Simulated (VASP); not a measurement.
# Na3HSe (Pm-3m) in VASP: further runs

Runs on Na3HSe. Level: PBE. Tasks: single point.

Program: VASP 6.6.1. These are calculated values, not measurements. Logs are shortened: lines on timing, memory, paths and dates and some standing lists are left out, and cuts for length are marked.

## Step 1: The cell of the first run

Symmetry: Pm-3m, No. 221, cubic system. The conventional cell has a = 4.548 Å, b = 4.548 Å, c = 4.548 Å, α = 90.00°, β = 90.00°, γ = 90.00°. Within 3.0 Å of Na (site symmetry 4/mmm) lie 2 H at 2.27 Å. H (site symmetry m-3m) has 6 Na at 2.27 Å within 3.0 Å. Within 4.2 Å of Se (site symmetry m-3m) lie 12 Na at 3.22 Å and 8 H at 3.94 Å.

## Step 2: Single point, PBE (18.81 Å³/atom)

INCAR reads:

```
ALGO = Normal ; EDIFF = 1E-6
ENCUT = 520 ; GGA = PE
ISIF = 2 ; ISMEAR = 0
LASPH = T ; LCHARG = T
LELF = T ; LREAL = F
LVHAR = T ; LWAVE = F
NBANDS = 22 ; NELM = 100
PREC = Accurate ; SIGMA = 0.05
```

KPOINTS reads:

```
k-points
0
Gamma
  6 6 6
```

POSCAR reads:

```
Na3HSe
1.0
    4.5479618309      0.0000000000      0.0000000000
    0.0000000000      4.5479618309      0.0000000000
    0.0000000000      0.0000000000      4.5479618309
Na H Se
3 1 1
Direct
    0.0000000000      0.5000000000      0.5000000000
    0.5000000000      0.0000000000      0.5000000000
    0.5000000000      0.5000000000      0.0000000000
    0.5000000000      0.5000000000      0.5000000000
    0.0000000000      0.0000000000      0.0000000000
```

Potentials or basis: VASP PAW PBE potentials, release 64 (Na_pv, H, Se).

Launch:

```sh
> cat potpaw_PBE.64/Na_pv/POTCAR potpaw_PBE.64/H/POTCAR potpaw_PBE.64/Se/POTCAR > POTCAR
> mpirun -np 1 vasp_std > vasp.out
```

OUTCAR:

```text
EDIFF = 1E-6
   ENCUT = 520
   GGA = PE
   ISIF = 2
   ISMEAR = 0
   LASPH = T
   LREAL = F
   NELM = 100
   PREC = Accurate

 ion  position               nearest neighbor table
   1  0.000  0.500  0.500-
   2  0.500  0.000  0.500-
   3  0.500  0.500  0.000-
   4  0.500  0.500  0.500-
   5  0.000  0.000  0.000-

  LATTYP: Found a simple cubic cell.
 ALAT       =     4.5479618309

  Lattice vectors:

 A1 = (   4.5479618309,   0.0000000000,   0.0000000000)
 A2 = (   0.0000000000,   4.5479618309,   0.0000000000)
 A3 = (   0.0000000000,   0.0000000000,   4.5479618309)

Analysis of symmetry for initial positions (statically):
=====================================================================
 Subroutine PRICEL returns:
 Original cell was already a primitive cell.

 Routine SETGRP: Setting up the symmetry group for a
 simple cubic supercell.

 Subroutine GETGRP returns: Found 48 space group operations
 (whereof 48 operations were pure point group operations)
 out of a pool of 48 trial point group operations.

The static configuration has the point symmetry O_h .

Analysis of symmetry for dynamics (positions and initial velocities):
=====================================================================
 Subroutine PRICEL returns:
 Original cell was already a primitive cell.

 Routine SETGRP: Setting up the symmetry group for a
 simple cubic supercell.

 Subroutine GETGRP returns: Found 48 space group operations
 (whereof 48 operations were pure point group operations)
 out of a pool of 48 trial point group operations.

The dynamic configuration has the point symmetry O_h .

 Subroutine INISYM returns: Found 48 space group operations
 (whereof 48 operations are pure point group operations),
 and found     1 'primitive' translations

----------------------------------------------------------------------------------------

                                     Primitive cell

  volume of cell :      94.0698

  direct lattice vectors                    reciprocal lattice vectors
     4.547961831  0.000000000  0.000000000     0.219878714  0.000000000  0.000000000
     0.000000000  4.547961831  0.000000000     0.000000000  0.219878714  0.000000000
     0.000000000  0.000000000  4.547961831     0.000000000  0.000000000  0.219878714

  length of vectors
     4.547961831  4.547961831  4.547961831     0.219878714  0.219878714  0.219878714

  position of ions in fractional coordinates (direct lattice)
     0.000000000  0.500000000  0.500000000
     0.500000000  0.000000000  0.500000000
     0.500000000  0.500000000  0.000000000
     0.500000000  0.500000000  0.500000000
     0.000000000  0.000000000  0.000000000

  ion indices of the primitive-cell ions
   primitive index   ion index
                 1           1
                 2           2
                 3           3
                 4           4
                 5           5

----------------------------------------------------------------------------------------

 KPOINTS: k-points

Automatic generation of k-mesh.
 Grid dimensions read from file:
 generate k-points for:    6    6    6

 Generating k-lattice:

  Cartesian coordinates                     Fractional coordinates (reciprocal lattice)
     0.036646452  0.000000000  0.000000000     0.166666667  0.000000000  0.000000000
     0.000000000  0.036646452  0.000000000     0.000000000  0.166666667  0.000000000
     0.000000000  0.000000000  0.036646452     0.000000000  0.000000000  0.166666667

  Length of vectors
     0.036646452  0.036646452  0.036646452

  Shift w.r.t. Gamma in fractional coordinates (k-lattice)
     0.000000000  0.000000000  0.000000000

 Subroutine IBZKPT returns following result:
 ===========================================

 Found     20 irreducible k-points:

 Following reciprocal coordinates:
            Coordinates               Weight
  0.000000  0.000000  0.000000      1.000000
  0.166667  0.000000  0.000000      6.000000
  0.333333  0.000000  0.000000      6.000000
  0.500000  0.000000  0.000000      3.000000
  0.166667  0.166667  0.000000     12.000000
  0.333333  0.166667  0.000000     24.000000
[... 12 lines left out ...]
  0.500000  0.500000  0.333333      6.000000
  0.500000  0.500000  0.500000      1.000000
   k-points           NKPTS =     20   k-points in BZ     NKDIM =     20   number of bands    NBANDS=     22
   number of dos      NEDOS =    301   number of ions     NIONS =      5
   total plane-waves  NPLWV =  46656
   dimension x,y,z NGX =    36 NGY =   36 NGZ =   36
   dimension x,y,z NGXF=    72 NGYF=   72 NGZF=   72
   ions per type =               3   1   1
   NGX,Y,Z   is equivalent  to a cutoff of  13.16, 13.16, 13.16 a.u.
   NGXF,Y,Z  is equivalent  to a cutoff of  26.32, 26.32, 26.32 a.u.
 SYSTEM =  unknown system
   PREC   = accura    normal or accurate (medium, high low for compatibility)
   ISTART =      0    job   : 0-new  1-cont  2-samecut
   ICHARG =      2    charge: 1-file 2-atom 10-const
   ISPIN  =      1    spin polarized calculation?
   LNONCOLLINEAR =      F non collinear calculations
   LSORBIT =      F    spin-orbit coupling
   LASPH  =      T    aspherical Exc in radial PAW
   ENCUT  =  520.0 eV  38.22 Ry    6.18 a.u.   8.46  8.46  8.46*2*pi/ulx,y,z
   NELM   =    100;   NELMIN=  2; NELMDL= -5     # of ELM steps
   EDIFF  = 0.1E-05   stopping-criterion for ELM
   LREAL  =      F    real-space projection
   EDIFFG = 0.1E-04   stopping-criterion for IOM
   NSW    =      0    number of steps for IOM
   IBRION =     -1    ionic relax: 0-MD 1-quasi-New 2-CG
   NFREE  =      0    steps in history (QN), initial steepest desc. (CG)
   ISIF   =      2    stress and relaxation
   ISYM   =      2    0-nonsym 1-usesym 2-fastsym
   POTIM  = 0.5000    time-step for ionic-motion
   TEBEG  =    0.0;   TEEND  =   0.0 temperature during run
   PSTRESS=    0.0 pullay stress
   NELECT =      28.0000    total number of electrons
   NUPDOWN=      -1.0000    fix difference up-down
   EMIN   =  10.00;   EMAX   =-10.00  energy-range for DOS
   EFERMI =   0.00;   METHOD = LEGACY
   ISMEAR =     0;   SIGMA  =   0.05  broadening in eV -4-tet -1-fermi 0-gaus
   EFERMI_NEDOS =   21; number of points for ismear=-14 and -15
   IALGO  =     38    algorithm
   IMIX   =      4    mixing-type and parameters
     AMIX     =   0.40;   BMIX     =  1.00
     AMIX_MAG =   1.60;   BMIX_MAG =  1.00
  volume/ion in A,a.u.               =      18.81       126.96
  Fermi-wavevector in a.u.,A,eV,Ry     =   1.093060  2.065584 16.255973  1.194780
  Thomas-Fermi vector in A             =   2.229338
   LORBIT       =      0    0 simple, 1 ext, 2 COOP (PROOUT), +10 PAW based schemes
   GGA     = PE    functional components
   LHFCALC =     F    Hartree Fock is set to
   AEXX    =    0.0000 exact exchange contribution
   IVDW    =     0    specifies the selected vdW correction
   LEPSILON=     F    determine dielectric tensor
   LRPA    =     F    only Hartree local field effects (RPA)
 non-spin polarized calculation
 Gauss-broadening in eV      SIGMA  =   0.05
  energy-cutoff  :      520.00
  volume of cell :       94.07
 maximum number of plane-waves:      2560
 NGX is ok and might be reduce to    36
   NGX = 17   NGY = 17   NGZ = 17

 number of electron      27.9999944 magnetization

 Free energy of the ion-electron system (eV)
  ---------------------------------------------------
  ext. energy  EPLUGINS =         0.00000000
  ---------------------------------------------------
  free energy    TOTEN  =       -14.27452682 eV

  energy without entropy =      -14.27452682  energy(sigma->0) =      -14.27452682

 E-fermi :   0.9369     XC(G=0):  -8.3142

 val. band max:        0.6268438662   @ k =   0.5000   0.5000   0.0000
 cond. band min:       3.4123259940   @ k =   0.5000   0.0000   0.0000
 fundamental gap:      2.7854821278
 Fermi energy:         0.9368568595

 k-point     1 :       0.0000    0.0000    0.0000
  band No.  band energies     occupation
      1     -22.3925      2.00000
      2     -22.3925      2.00000
      3     -22.3925      2.00000
      4     -22.3289      2.00000
      5     -22.3289      2.00000
      6     -22.3289      2.00000
[... 14 lines left out ...]
     21       9.9416      0.00000
     22       9.9416      0.00000

 k-point     2 :       0.1667    0.0000    0.0000
  band No.  band energies     occupation
      1     -22.3884      2.00000
      2     -22.3884      2.00000
      3     -22.3869      2.00000
      4     -22.3302      2.00000
      5     -22.3302      2.00000
      6     -22.3294      2.00000
[... 14 lines left out ...]
     21      10.1262      0.00000
     22      10.1592      0.00000

 k-point     3 :       0.3333    0.0000    0.0000
  band No.  band energies     occupation
      1     -22.3786      2.00000
      2     -22.3786      2.00000
      3     -22.3708      2.00000
      4     -22.3345      2.00000
      5     -22.3345      2.00000
      6     -22.3304      2.00000
[... 14 lines left out ...]
     21      10.5464      0.00000
     22      10.5482      0.00000

 k-point     4 :       0.5000    0.0000    0.0000
  band No.  band energies     occupation
      1     -22.3721      2.00000
      2     -22.3721      2.00000
      3     -22.3521      2.00000
      4     -22.3393      2.00000
      5     -22.3384      2.00000
      6     -22.3384      2.00000
[... 14 lines left out ...]
     21      10.7893      0.00000
     22      10.7893      0.00000

 k-point     5 :       0.1667    0.1667    0.0000
  band No.  band energies     occupation
      1     -22.3919      2.00000
      2     -22.3843      2.00000
      3     -22.3755      2.00000
      4     -22.3374      2.00000
      5     -22.3312      2.00000
      6     -22.3244      2.00000
[... 317 lines left out ...]
 k-point    18 :       0.5000    0.3333    0.3333
  band No.  band energies     occupation
      1     -22.4208      2.00000
      2     -22.3808      2.00000
      3     -22.3778      2.00000
      4     -22.3729      2.00000
      5     -22.3128      2.00000
      6     -22.3025      2.00000
[... 14 lines left out ...]
     21      10.6893      0.00000
     22      12.8944      0.00000

 k-point    19 :       0.5000    0.5000    0.3333
  band No.  band energies     occupation
      1     -22.4283      2.00000
      2     -22.3856      2.00000
      3     -22.3790      2.00000
      4     -22.3790      2.00000
      5     -22.3013      2.00000
      6     -22.3013      2.00000
[... 14 lines left out ...]
     21      10.8864      0.00000
     22      12.4949      0.00000

 k-point    20 :       0.5000    0.5000    0.5000
  band No.  band energies     occupation
      1     -22.4373      2.00000
      2     -22.3853      2.00000
      3     -22.3853      2.00000
      4     -22.3853      2.00000
      5     -22.2956      2.00000
      6     -22.2956      2.00000
[... 14 lines left out ...]
     21      11.8499      0.00000
     22      11.9762      0.00000

------------------------ aborting loop because EDIFF is reached ----------------------------------------

  FORCE on cell =-STRESS in cart. coord.  units (eV):
  Direction    XX          YY          ZZ          XY          YZ          ZX
  --------------------------------------------------------------------------------------
  -------------------------------------------------------------------------------------
  Total        0.0139121      0.0139121      0.0139121     -0.0000000     -0.0000000     -0.0000000
  in kB        0.2369484      0.2369484      0.2369484     -0.0000000     -0.0000000     -0.0000000
  external PRESSURE =       0.2369484 kB  Pullay stress =       0.0000000 kB

 VOLUME and BASIS-vectors are now :
 -----------------------------------------------------------------------------
  energy-cutoff  :      520.00
  volume of cell :       94.07
      direct lattice vectors                 reciprocal lattice vectors
     4.547961831  0.000000000  0.000000000     0.219878714  0.000000000  0.000000000
     0.000000000  4.547961831  0.000000000     0.000000000  0.219878714  0.000000000
     0.000000000  0.000000000  4.547961831     0.000000000  0.000000000  0.219878714

 POSITION                                       TOTAL-FORCE (eV/Angst)
 -----------------------------------------------------------------------------------
      0.00000      2.27398      2.27398         0.000000      0.000000      0.000000
      2.27398      0.00000      2.27398         0.000000      0.000000      0.000000
      2.27398      2.27398      0.00000         0.000000      0.000000      0.000000
      2.27398      2.27398      2.27398         0.000000      0.000000      0.000000
      0.00000      0.00000      0.00000         0.000000      0.000000      0.000000
 -----------------------------------------------------------------------------------
    total drift:                                0.000000      0.000000      0.000000

  FREE ENERGIE OF THE ION-ELECTRON SYSTEM (eV)
  ---------------------------------------------------
  free  energy   TOTEN  =       -14.2745268195 eV

  energy  without entropy=      -14.2745268195  energy(sigma->0) =      -14.27452682
```

Run time: 56 s. Hardware: 1 thread of Intel Xeon 8259CL, shared host; peak memory 0.22 GiB.

What came out:

```
Free energy            : -14.2745 eV
Pressure               : 0.0 GPa
Band gap on the k mesh : 2.79 eV (least direct gap 2.93 eV)
```

Levels at points of the mesh, in eV from the valence-band top:
| k point | band 10 | band 11 | band 12 | band 13 | band 14 | band 15 | band 16 | band 17 | band 18 | band 19 |
| --- | --- | --- | --- | --- | --- | --- | --- | --- | --- | --- |
| (0.00, 0.00, 0.00) | -10.68 | -2.74 | -0.31 | -0.31 | -0.31 | 4.30 | 5.07 | 5.07 | 7.31 | 7.31 |
| (0.50, 0.00, 0.00) | -10.53 | -3.20 | -0.51 | -0.14 | -0.14 | 2.79 | 5.79 | 5.81 | 5.81 | 8.38 |
| (0.50, 0.50, 0.00) | -10.43 | -2.21 | -1.61 | -1.61 | 0.00 | 4.99 | 6.00 | 6.06 | 6.06 | 7.30 |
| (0.50, 0.50, 0.50) | -10.36 | -1.83 | -1.19 | -1.19 | -1.19 | 3.53 | 3.53 | 3.53 | 9.11 | 9.11 |

## Step 3: Single point, PBE

This run uses another cell than the first one, of 18.95 Å³/atom.

INCAR reads:

```
  PREC = Accurate
  ENCUT = 520
  EDIFF = 1E-7
  ISMEAR = 0
  SIGMA = 0.05
  LREAL = F
  LASPH = T
  NELM = 60
  ALGO = Normal
  ISIF = 2
  LWAVE = F
  LCHARG = F
  GGA = PE
  NBANDS = 22
```

KPOINTS reads:

```
regular mesh
0
Gamma
  6 6 6
```

Edit POSCAR of step 2 so:

```diff
@@ -2,5 +2,5 @@
 1.0
-    4.5479618309      0.0000000000      0.0000000000
-    0.0000000000      4.5479618309      0.0000000000
-    0.0000000000      0.0000000000      4.5479618309
+    4.5590100000      0.0000000000      0.0000000000
+    0.0000000000      4.5590100000      0.0000000000
+    0.0000000000      0.0000000000      4.5590100000
 Na H Se
```

Potentials or basis: VASP PAW PBE potentials, release 64 (Na_pv, H, Se).

Launch:

```sh
> cat potpaw_PBE.64/Na_pv/POTCAR potpaw_PBE.64/H/POTCAR potpaw_PBE.64/Se/POTCAR > POTCAR
> mpirun -np 1 vasp_std > vasp.out
```

It took 64 s on 1 thread of Intel Xeon 8259CL, shared host; peak memory 0.22 GiB.

It converged, with:

- Free energy: -14.2743 eV
- Pressure: -0.2 GPa
- Band gap on the k mesh: 2.76 eV (least direct gap 2.90 eV)

Levels at points of the mesh, in eV from the valence-band top:
```tsv
k point	band 11	band 12	band 13	band 14	band 15	band 16	band 17	band 18
(0.00, 0.00, 0.00)	-2.73	-0.31	-0.31	-0.31	4.26	5.06	5.06	7.27
(0.50, 0.00, 0.00)	-3.18	-0.51	-0.14	-0.14	2.76	5.78	5.78	5.78
(0.50, 0.50, 0.00)	-2.21	-1.60	-1.60	0.00	4.96	5.97	6.02	6.02
(0.50, 0.50, 0.50)	-1.83	-1.18	-1.18	-1.18	3.51	3.51	3.51	9.05
```

A k mesh can miss the band edges.
